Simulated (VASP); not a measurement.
A run of VASP 6.6.1:

INCAR

```
PREC = Accurate
ENCUT = 600
EDIFF = 1E-6
ISMEAR = 0
SIGMA = 0.1
LREAL = F
LASPH = T
NELM = 120
ALGO = Normal
ISIF = 2
LWAVE = F
LCHARG = F
GGA = PS
NBANDS = 16
GGA_COMPAT = F
```

File KPOINTS:

```
Automatic mesh
0
Gamma
  9 9 4
```

The input POSCAR:

```
BN
1.0
    2.5539396000      0.0000000000      0.0000000000
   -1.2769698000      2.2117765700      0.0000000000
    0.0000000000      0.0000000000      4.2268550000
B N
2 2
Direct
    0.6666666700      0.3333333300      0.9997240000
    0.3333333300      0.6666666700      0.4997240000
    0.6666666700      0.3333333300      0.6252760000
    0.3333333300      0.6666666700      0.1252760000
```

Potentials or basis: VASP PAW PBE potentials, release 64 (B, N).

Command:

```console
$ cat potpaw_PBE.64/B/POTCAR potpaw_PBE.64/N/POTCAR > POTCAR
$ mpirun -np 1 vasp_std > vasp.out
```

Hardware: 1 thread of Intel Xeon 8259CL, on a shared host.

**Question.** How long does it take, and how much memory?

**Answer.** It took 7.4 s on 1 thread of Intel Xeon 8259CL, on a shared host, peak memory 0.14 GiB. Counts: scf iterations 12, k points 36.
